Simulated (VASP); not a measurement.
# Os (Fm-3m) in VASP: notebook, part 2 of 2

VASP 6.6.1.

## Step 3: Single point, PBE

This run uses another cell than the first one, of 14.33 Å³/atom, 1.033 times its volume.

INCAR reads:

```
ALGO = Fast
EDIFF = 1E-7
ENCUT = 520
GGA = PE
ISIF = 2
ISMEAR = 0
LASPH = T
LCHARG = F
LREAL = F
LWAVE = F
NBANDS = 10
NELM = 100
PREC = Accurate
SIGMA = 0.1
```

KPOINTS reads:

```
k-points
0
Gamma
  18 18 18
```

POSCAR reads:

```
Os
1.0
    0.0000000000     -1.9278688640     -1.9278688640
    1.9278688640      0.0000000000     -1.9278688640
    1.9278688640     -1.9278688640      0.0000000000
Os
1
Direct
    0.0000000000      0.0000000000      0.0000000000
```

Potentials or basis: VASP PAW PBE potentials, release 64 (Os).

Run with:

```console
cat potpaw_PBE.64/Os/POTCAR > POTCAR
mpirun -np 1 vasp_std > vasp.out
```

OUTCAR:

```text
EDIFF = 1E-7
   ENCUT = 520
   GGA = PE
   ISIF = 2
   ISMEAR = 0
   LASPH = T
   LREAL = F
   NELM = 100
   PREC = Accurate

 ion  position               nearest neighbor table
   1  0.000  0.000  0.000-

  LATTYP: Found a face centered cubic cell.
 ALAT       =     3.8557377280

  Lattice vectors:

 A1 = (   0.0000000000,  -1.9278688640,  -1.9278688640)
 A2 = (   1.9278688640,   0.0000000000,  -1.9278688640)
 A3 = (   1.9278688640,  -1.9278688640,   0.0000000000)

Analysis of symmetry for initial positions (statically):
=====================================================================
 Subroutine PRICEL returns:
 Original cell was already a primitive cell.

 Routine SETGRP: Setting up the symmetry group for a
 face centered cubic supercell.

 Subroutine GETGRP returns: Found 48 space group operations
 (whereof 48 operations were pure point group operations)
 out of a pool of 48 trial point group operations.

The static configuration has the point symmetry O_h .

Analysis of symmetry for dynamics (positions and initial velocities):
=====================================================================
 Subroutine PRICEL returns:
 Original cell was already a primitive cell.

 Routine SETGRP: Setting up the symmetry group for a
 face centered cubic supercell.

 Subroutine GETGRP returns: Found 48 space group operations
 (whereof 48 operations were pure point group operations)
 out of a pool of 48 trial point group operations.

The dynamic configuration has the point symmetry O_h .

 Subroutine INISYM returns: Found 48 space group operations
 (whereof 48 operations are pure point group operations),
 and found     1 'primitive' translations

----------------------------------------------------------------------------------------

                                     Primitive cell

  volume of cell :      14.3305

  direct lattice vectors                    reciprocal lattice vectors
     0.000000000 -1.927868864 -1.927868864    -0.259353740 -0.259353740 -0.259353740
     1.927868864  0.000000000 -1.927868864     0.259353740  0.259353740 -0.259353740
     1.927868864 -1.927868864  0.000000000     0.259353740 -0.259353740  0.259353740

  length of vectors
     2.726418294  2.726418294  2.726418294     0.449213855  0.449213855  0.449213855

  position of ions in fractional coordinates (direct lattice)
     0.000000000  0.000000000  0.000000000

  ion indices of the primitive-cell ions
   primitive index   ion index
                 1           1

----------------------------------------------------------------------------------------

 KPOINTS: k-points

Automatic generation of k-mesh.
 Grid dimensions read from file:
 generate k-points for:   18   18   18

 Generating k-lattice:

  Cartesian coordinates                     Fractional coordinates (reciprocal lattice)
    -0.014408541 -0.014408541 -0.014408541     0.055555556  0.000000000  0.000000000
     0.014408541  0.014408541 -0.014408541     0.000000000  0.055555556  0.000000000
     0.014408541 -0.014408541  0.014408541     0.000000000  0.000000000  0.055555556

  Length of vectors
     0.024956325  0.024956325  0.024956325

  Shift w.r.t. Gamma in fractional coordinates (k-lattice)
     0.000000000  0.000000000  0.000000000

 Subroutine IBZKPT returns following result:
 ===========================================

 Found    195 irreducible k-points:

 Following reciprocal coordinates:
            Coordinates               Weight
  0.000000  0.000000  0.000000      1.000000
  0.055556  0.000000  0.000000      8.000000
  0.111111  0.000000  0.000000      8.000000
  0.166667  0.000000  0.000000      8.000000
  0.222222  0.000000  0.000000      8.000000
  0.277778  0.000000  0.000000      8.000000
[... 16 lines left out ...]
 -0.277778  0.055556  0.000000     24.000000
 -0.222222  0.055556  0.000000     24.000000
 [... further k-points ...]
   k-points           NKPTS =    195   k-points in BZ     NKDIM =    195   number of bands    NBANDS=     10
   number of dos      NEDOS =    301   number of ions     NIONS =      1
   total plane-waves  NPLWV =   8000
   dimension x,y,z NGX =    20 NGY =   20 NGZ =   20
   dimension x,y,z NGXF=    40 NGYF=   40 NGZF=   40
   ions per type =               1
   NGX,Y,Z   is equivalent  to a cutoff of  12.20, 12.20, 12.20 a.u.
   NGXF,Y,Z  is equivalent  to a cutoff of  24.39, 24.39, 24.39 a.u.
 SYSTEM =  unknown system
   PREC   = accura    normal or accurate (medium, high low for compatibility)
   ISTART =      0    job   : 0-new  1-cont  2-samecut
   ICHARG =      2    charge: 1-file 2-atom 10-const
   ISPIN  =      1    spin polarized calculation?
   LNONCOLLINEAR =      F non collinear calculations
   LSORBIT =      F    spin-orbit coupling
   LASPH  =      T    aspherical Exc in radial PAW
   ENCUT  =  520.0 eV  38.22 Ry    6.18 a.u.   5.07  5.07  5.07*2*pi/ulx,y,z
   NELM   =    100;   NELMIN=  2; NELMDL= -5     # of ELM steps
   EDIFF  = 0.1E-06   stopping-criterion for ELM
   LREAL  =      F    real-space projection
   EDIFFG = 0.1E-05   stopping-criterion for IOM
   NSW    =      0    number of steps for IOM
   IBRION =     -1    ionic relax: 0-MD 1-quasi-New 2-CG
   NFREE  =      0    steps in history (QN), initial steepest desc. (CG)
   ISIF   =      2    stress and relaxation
   ISYM   =      2    0-nonsym 1-usesym 2-fastsym
   POTIM  = 0.5000    time-step for ionic-motion
   TEBEG  =    0.0;   TEEND  =   0.0 temperature during run
   PSTRESS=    0.0 pullay stress
   NELECT =       8.0000    total number of electrons
   NUPDOWN=      -1.0000    fix difference up-down
   EMIN   =  10.00;   EMAX   =-10.00  energy-range for DOS
   EFERMI =   0.00;   METHOD = LEGACY
   ISMEAR =     0;   SIGMA  =   0.10  broadening in eV -4-tet -1-fermi 0-gaus
   EFERMI_NEDOS =   21; number of points for ismear=-14 and -15
   IALGO  =     68    algorithm
   IMIX   =      4    mixing-type and parameters
     AMIX     =   0.40;   BMIX     =  1.00
     AMIX_MAG =   1.60;   BMIX_MAG =  1.00
  volume/ion in A,a.u.               =      14.33        96.71
  Fermi-wavevector in a.u.,A,eV,Ry     =   1.347982  2.547316 24.722531  1.817055
  Thomas-Fermi vector in A             =   2.475688
   LORBIT       =      0    0 simple, 1 ext, 2 COOP (PROOUT), +10 PAW based schemes
   GGA     = PE    functional components
   LHFCALC =     F    Hartree Fock is set to
   AEXX    =    0.0000 exact exchange contribution
   IVDW    =     0    specifies the selected vdW correction
   LEPSILON=     F    determine dielectric tensor
   LRPA    =     F    only Hartree local field effects (RPA)
 non-spin polarized calculation
 RMM-DIIS sequential band-by-band and
 Gauss-broadening in eV      SIGMA  =   0.10
  energy-cutoff  :      520.00
  volume of cell :       14.33
 maximum number of plane-waves:       397
   NGX = 11   NGY = 11   NGZ = 11

 number of electron       8.0000000 magnetization

 Free energy of the ion-electron system (eV)
  ---------------------------------------------------
  ext. energy  EPLUGINS =         0.00000000
  ---------------------------------------------------
  free energy    TOTEN  =       -11.11530996 eV

  energy without entropy =      -11.11126097  energy(sigma->0) =      -11.11328547

 E-fermi :   8.9518     XC(G=0): -13.9170

 val. band max:        8.9152634113   @ k =  -0.3889   0.3333   0.0000
 cond. band min:       8.9581261183   @ k =  -0.2222   0.2778   0.0556
 fundamental gap:      0.0428627071
 Fermi energy:         8.9517757539

 k-point     1 :       0.0000    0.0000    0.0000
  band No.  band energies     occupation
      1      -1.6213      2.00000
      2       6.0910      2.00000
      3       6.0910      2.00000
      4       6.0910      2.00000
      5       9.0307      0.26418
      6       9.0307      0.26418
      7      23.2557      0.00000
      8      28.9318      0.00000
      9      28.9318      0.00000
     10      28.9318      0.00000

 k-point     2 :       0.0556    0.0000    0.0000
  band No.  band energies     occupation
      1      -1.4800      2.00000
      2       6.0052      2.00000
      3       6.1555      2.00000
      4       6.1555      2.00000
      5       8.9842      0.64646
      6       8.9842      0.64646
      7      23.5186      0.00000
      8      28.1800      0.00000
      9      29.1809      0.00000
     10      29.1809      0.00000
[... 274 lines left out ...]
 k-point    24 :      -0.2222    0.0556    0.0000
  band No.  band energies     occupation
      1       0.6457      2.00000
      2       5.2875      2.00000
      3       6.5554      2.00000
      4       6.6672      2.00000
      5       8.6786      1.99989
      6       9.6348      0.00000
      7      23.4621      0.00000
      8      26.5411      0.00000
      9      31.5774      0.00000
     10      32.7472      0.00000

 [... further k-points ...]
[... 5 lines left out ...]
  --------------------------------------------------------------------------------------
  -------------------------------------------------------------------------------------
  Total       -0.0076025     -0.0076025     -0.0076025     -0.0000000      0.0000000      0.0000000
  in kB       -0.8499762     -0.8499762     -0.8499762     -0.0000000      0.0000000      0.0000000
  external PRESSURE =      -0.8499762 kB  Pullay stress =       0.0000000 kB

 VOLUME and BASIS-vectors are now :
 -----------------------------------------------------------------------------
  energy-cutoff  :      520.00
  volume of cell :       14.33
      direct lattice vectors                 reciprocal lattice vectors
     0.000000000 -1.927868864 -1.927868864    -0.259353740 -0.259353740 -0.259353740
     1.927868864  0.000000000 -1.927868864     0.259353740  0.259353740 -0.259353740
     1.927868864 -1.927868864  0.000000000     0.259353740 -0.259353740  0.259353740

 POSITION                                       TOTAL-FORCE (eV/Angst)
 -----------------------------------------------------------------------------------
      0.00000      0.00000      0.00000         0.000000      0.000000     -0.000000
 -----------------------------------------------------------------------------------
    total drift:                                0.000000      0.000000      0.000000

  FREE ENERGIE OF THE ION-ELECTRON SYSTEM (eV)
  ---------------------------------------------------
  free  energy   TOTEN  =       -11.1153099614 eV

  energy  without entropy=      -11.1112609708  energy(sigma->0) =      -11.11328547
```

stdout:

```text
POSCAR found type information on POSCAR Os
 POSCAR found :  1 types and       1 ions
 scaLAPACK will be used
 LDA part: xc-table for (Slater+PW92), standard interpolation
 POSCAR, INCAR and KPOINTS ok, starting setup
 FFT: planning ... GRIDC
 FFT: planning ... GRID_SOFT
 FFT: planning ... GRID
 WAVECAR not read
 entering main loop
```

Wall time 11 s (1 thread of Intel Xeon 6975P-C (Granite Rapids), shared host); peak memory 0.14 GiB.

What came out:

- Free energy: -11.1153 eV
- Pressure: -0.1 GPa
- Band gap on the k mesh: zero (band 4 reaches 11.32 eV, above the bottom of band 5 at 7.64 eV)

Caveat: spin-orbit coupling is left out, which moves the levels of the heavy elements.
